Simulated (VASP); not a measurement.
# PbSe (R-3m) in VASP: single point with r2SCAN

Aim: the single point of PbSe with r2SCAN.

All numbers are computed with VASP 6.6.1; they aren't measurements. Logs are shortened: lines on timing, memory, paths and dates and some standing lists are left out, and cuts for length are marked.

## (1) The cell of the first run

The structure is trigonal, space group R-3m (No. 166). The conventional cell has a = 4.499 Å, b = 4.499 Å, c = 10.361 Å, α = 90.00°, β = 90.00°, γ = 120.00°. Pb (site symmetry -3m) has 6 Se at 3.12 Å within 4.1 Å. Se (site symmetry -3m) has 6 Pb at 3.12 Å within 4.1 Å.

## (2) Single point, r2SCAN, non-collinear spin, zero start, spin-orbit coupling (epitaxial 111 strain +3.0%)

POSCAR reads:

```
PbSe
1.0
   -0.1269118881      3.0544513980      3.0544513980
    3.0544513980     -0.1269118881      3.0544513980
    3.0544513980      3.0544513980     -0.1269118881
Pb Se
1 1
Direct
    0.0000000000      0.0000000000      0.0000000000
    0.5000000000      0.5000000000      0.5000000000
```

INCAR.step1 reads:

```
SYSTEM = PbSe
PREC     = Accurate       ! precision mode
ENCUT    = 520            ! plane-wave cutoff, eV
ISMEAR   = -1             ! smearing method
SIGMA    = 0.02           ! smearing width, eV
LREAL    = .False.        ! projectors in reciprocal space
LASPH    = .True.         ! aspherical terms in the spheres
NELM     = 150            ! most SCF steps
LNONCOLLINEAR= .True.         ! non-collinear magnetism
MAGMOM   = 0 0 0 0 0 0    ! initial moments
LSORBIT  = .True.         ! spin-orbit coupling
GGA_COMPAT= .False.      
NBANDS   = 32             ! bands
GGA      = PE             ! functional
ALGO     = Normal         ! electronic algorithm
EDIFF    = 1E-4           ! SCF threshold, eV
LWAVE    = .True.         ! write WAVECAR
LCHARG   = .False.        ! write CHGCAR
```

INCAR.step2 reads:

```
SYSTEM = PbSe
PREC     = Accurate       ! precision mode
ENCUT    = 520            ! plane-wave cutoff, eV
EDIFF    = 1E-7           ! SCF threshold, eV
ISMEAR   = -1             ! smearing method
SIGMA    = 0.02           ! smearing width, eV
LREAL    = .False.        ! projectors in reciprocal space
LASPH    = .True.         ! aspherical terms in the spheres
NELM     = 150            ! most SCF steps
ALGO     = Normal         ! electronic algorithm
ISIF     = 2              ! what is computed and relaxed
LWAVE    = .False.        ! write WAVECAR
LCHARG   = .False.        ! write CHGCAR
LNONCOLLINEAR= .True.         ! non-collinear magnetism
MAGMOM   = 0 0 0 0 0 0    ! initial moments
LORBIT   = 11             ! projections on sites
LSORBIT  = .True.         ! spin-orbit coupling
GGA_COMPAT= .False.      
LORBMOM  = .True.       
METAGGA  = R2SCAN         ! meta-GGA
LMIXTAU  = .True.       
NBANDS   = 32             ! bands
ISTART   = 1
```

KPOINTS reads:

```
regular mesh
0
Gamma
  8 8 8
  0 0 0
```

Potentials or basis: VASP PAW PBE potentials, release 64 (Pb_d, Se).

Command:

```bash
$ cat potpaw_PBE.64/Pb_d/POTCAR potpaw_PBE.64/Se/POTCAR > POTCAR
$ cp INCAR.step1 INCAR
$ mpirun -np 1 vasp_ncl > vasp.out
$ cp INCAR.step2 INCAR
$ mpirun -np 1 vasp_ncl > vasp.out
```

OUTCAR:

```text
SYSTEM = PbSe
   PREC = Accurate
   ENCUT = 520
   EDIFF = 1E-7
   ISMEAR = -1
   LREAL = .False.
   LASPH = .True.
   NELM = 150
   ISIF = 2
   LNONCOLLINEAR = .True.
   LORBIT = 11
   LSORBIT = .True.
   METAGGA = R2SCAN
   ISTART = 1

 ion  position               nearest neighbor table
   1  0.000  0.000  0.000-   2 3.12   2 3.12   2 3.12   2 3.12   2 3.12   2 3.12
   2  0.500  0.500  0.500-   1 3.12   1 3.12   1 3.12   1 3.12   1 3.12   1 3.12

  LATTYP: Found a trigonal (rhomboedric) cell.
 ALAT       =     4.3215105360
 COS(alpha) =     0.4580547959

  Lattice vectors:

 A1 = (  -0.1269118881,   3.0544513980,   3.0544513980)
 A2 = (   3.0544513980,  -0.1269118881,   3.0544513980)
 A3 = (   3.0544513980,   3.0544513980,  -0.1269118881)

Analysis of symmetry for initial positions (statically):
=====================================================================
 Subroutine PRICEL returns:
 Original cell was already a primitive cell.

 Routine SETGRP: Setting up the symmetry group for a
 trigonal (rhombohedral) supercell.

 Subroutine GETGRP returns: Found 12 space group operations
 (whereof 12 operations were pure point group operations)
 out of a pool of 12 trial point group operations.

The static configuration has the point symmetry D_3d.

Analysis of symmetry for dynamics (positions and initial velocities):
=====================================================================
 Subroutine PRICEL returns:
 Original cell was already a primitive cell.

 Routine SETGRP: Setting up the symmetry group for a
 trigonal (rhombohedral) supercell.

 Subroutine GETGRP returns: Found 12 space group operations
 (whereof 12 operations were pure point group operations)
 out of a pool of 12 trial point group operations.

The dynamic configuration has the point symmetry D_3d.

Analysis of structural, dynamic, and magnetic symmetry:
=====================================================================
 Subroutine PRICEL returns:
 Original cell was already a primitive cell.

 Routine SETGRP: Setting up the symmetry group for a
 trigonal (rhombohedral) supercell.

 Subroutine GETGRP returns: Found 12 space group operations
 (whereof 12 operations were pure point group operations)
 out of a pool of 12 trial point group operations.

The overall configuration has the point symmetry D_3d.

 Subroutine INISYM returns: Found 12 space group operations
 (whereof 12 operations are pure point group operations),
 and found     1 'primitive' translations

----------------------------------------------------------------------------------------
[... 1014 lines left out ...]
    total drift:                                0.000000     -0.000000     -0.000000

  FREE ENERGIE OF THE ION-ELECTRON SYSTEM (eV)
  ---------------------------------------------------
  free  energy   TOTEN  =       -72.3111781038 eV

  energy  without entropy=      -72.3110105453  energy(sigma->0) =      -72.31109432

 orbital moment (x)

 # of ion     p       d       tot
 ----------------------------------------
  1         0.000   0.000   0.000
  2         0.000  -0.000   0.000
 ----------------------------------------
            0.000  -0.000   0.000

 orbital moment (y)

 # of ion     p       d       tot
 ----------------------------------------
  1        -0.000  -0.000  -0.000
  2         0.000   0.000   0.000
 ----------------------------------------
            0.000  -0.000   0.000

 orbital moment (z)

 # of ion     p       d       tot
 ----------------------------------------
  1         0.000  -0.000  -0.000
  2         0.000   0.000   0.000
 ----------------------------------------
            0.000  -0.000  -0.000

 Spin-Orbit-Coupling matrix elements

 Ion:    1  E_soc:     -0.7811408
 l=   1
     0.0000000    -0.0654979    -0.0654979
    -0.0654979     0.0000000    -0.0654979
    -0.0654979    -0.0654979     0.0000000
 l=   2
     0.0000000    -0.0129856     0.0000000    -0.0129856    -0.0517066
    -0.0129856     0.0000000    -0.0387799    -0.0129856    -0.0129266
     0.0000000    -0.0387799     0.0000000    -0.0387799     0.0000000
    -0.0129856    -0.0129856    -0.0387799     0.0000000    -0.0129266
    -0.0517066    -0.0129266     0.0000000    -0.0129266     0.0000000
 l=   3
     0.0000000     0.0000000     0.0000000     0.0000000     0.0000000     0.0000000     0.0000000
     0.0000000     0.0000000     0.0000000     0.0000000     0.0000000     0.0000000     0.0000000
     0.0000000     0.0000000     0.0000000     0.0000000     0.0000000     0.0000000     0.0000000
     0.0000000     0.0000000     0.0000000     0.0000000     0.0000000     0.0000000     0.0000000
     0.0000000     0.0000000     0.0000000     0.0000000     0.0000000     0.0000000     0.0000000
     0.0000000     0.0000000     0.0000000     0.0000000     0.0000000     0.0000000     0.0000000
     0.0000000     0.0000000     0.0000000     0.0000000     0.0000000     0.0000000     0.0000000

 Ion:    2  E_soc:     -0.0463270
 l=   1
     0.0000000    -0.0077328    -0.0077328
    -0.0077328     0.0000000    -0.0077328
    -0.0077328    -0.0077328     0.0000000
 l=   2
     0.0000000    -0.0000014     0.0000000    -0.0000014     0.0000131
    -0.0000014     0.0000000     0.0000098    -0.0000014     0.0000033
     0.0000000     0.0000098     0.0000000     0.0000098     0.0000000
    -0.0000014    -0.0000014     0.0000098     0.0000000     0.0000033
     0.0000131     0.0000033     0.0000000     0.0000033     0.0000000
 l=   3
     0.0000000     0.0000000     0.0000000     0.0000000     0.0000000     0.0000000     0.0000000
     0.0000000     0.0000000     0.0000000     0.0000000     0.0000000     0.0000000     0.0000000
     0.0000000     0.0000000     0.0000000     0.0000000     0.0000000     0.0000000     0.0000000
     0.0000000     0.0000000     0.0000000     0.0000000     0.0000000     0.0000000     0.0000000
     0.0000000     0.0000000     0.0000000     0.0000000     0.0000000     0.0000000     0.0000000
     0.0000000     0.0000000     0.0000000     0.0000000     0.0000000     0.0000000     0.0000000
     0.0000000     0.0000000     0.0000000     0.0000000     0.0000000     0.0000000     0.0000000

 total charge

# of ion       s       p       d       tot
------------------------------------------
    1        1.468   0.508   9.831  11.807
    2        1.463   2.364   0.014   3.841
--------------------------------------------------
tot          2.931   2.871   9.845  15.648

 magnetization (x)

# of ion       s       p       d       tot
------------------------------------------
    1        0.000   0.000  -0.000   0.000
    2        0.000  -0.000  -0.000  -0.000
--------------------------------------------------
tot          0.000  -0.000  -0.000   0.000

 magnetization (y)

# of ion       s       p       d       tot
------------------------------------------
    1        0.000   0.000   0.000   0.000
    2        0.000   0.000   0.000   0.000
--------------------------------------------------
tot          0.000   0.000   0.000   0.000

 magnetization (z)

# of ion       s       p       d       tot
------------------------------------------
    1        0.000   0.000   0.000   0.000
    2        0.000   0.000   0.000   0.000
--------------------------------------------------
tot          0.000   0.000   0.000   0.000
```

OUTCAR.step1:

```text
SYSTEM = PbSe
   PREC = Accurate
   ENCUT = 520
   ISMEAR = -1
   LREAL = .False.
   LASPH = .True.
[... 1128 lines left out ...]
     0.0000000     0.0000000     0.0000000     0.0000000     0.0000000     0.0000000     0.0000000
     0.0000000     0.0000000     0.0000000     0.0000000     0.0000000     0.0000000     0.0000000
     0.0000000     0.0000000     0.0000000     0.0000000     0.0000000     0.0000000     0.0000000
     0.0000000     0.0000000     0.0000000     0.0000000     0.0000000     0.0000000     0.0000000
     0.0000000     0.0000000     0.0000000     0.0000000     0.0000000     0.0000000     0.0000000
     0.0000000     0.0000000     0.0000000     0.0000000     0.0000000     0.0000000     0.0000000

=======================================================================

 ========================================================
```

OSZICAR.step1:

```text
N       E                     dE             d eps       ncg     rms          rms(c)
DAV:   1     0.205804272917E+03    0.20580E+03   -0.89833E+03  4160   0.128E+03
DAV:   2     0.131709472442E+02   -0.19263E+03   -0.18402E+03  4304   0.366E+02
DAV:   3    -0.790699558747E+01   -0.21078E+02   -0.20506E+02  5320   0.137E+02
DAV:   4    -0.884421933402E+01   -0.93722E+00   -0.93541E+00  4920   0.305E+01
DAV:   5    -0.888373287648E+01   -0.39514E-01   -0.39512E-01  6368   0.648E+00    0.261E+00
DAV:   6    -0.859855679352E+01    0.28518E+00   -0.62558E-01  5872   0.626E+00    0.136E+00
DAV:   7    -0.860066236319E+01   -0.21056E-02   -0.12724E-01  5136   0.180E+00    0.875E-01
DAV:   8    -0.860381967060E+01   -0.31573E-02   -0.10880E-02  5144   0.120E+00    0.416E-01
DAV:   9    -0.860406790483E+01   -0.24823E-03   -0.10789E-03  4800   0.284E-01    0.174E-01
DAV:  10    -0.860383245730E+01    0.23545E-03   -0.12997E-03  5824   0.367E-01    0.437E-02
DAV:  11    -0.860390089992E+01   -0.68443E-04   -0.22481E-04  4104   0.102E-01
   1 F= -.86039009E+01 E0= -.86037769E+01  d E =-.248068E-03  mag=     0.0000     0.0000     0.0000
```

Run time: 27 min. Hardware: 1 thread of Intel Xeon 8259CL, shared host; peak memory 0.49 GiB.

Results:

```
Free energy                                           : -72.3112 eV
Pressure                                              : -1.5 GPa
Net moment                                            : 0.00 μB per cell
Valence electrons inside the program's atomic spheres : Pb 11.81; Se 3.84
```

Stress tensor (GPa, compression positive):
```
-1.53  0.65  0.65
 0.65 -1.53  0.65
 0.65  0.65 -1.53
```

Moments on the atoms (μB; x, y, z):
```
Pb  0.00 0.00 0.00
Se  0.00 0.00 0.00
```

Caveat: the cell differs from its parent crystal (epitaxial 111 strain +3.0%); the PAW data sets were made with another functional, which shifts forces and pressure a little.
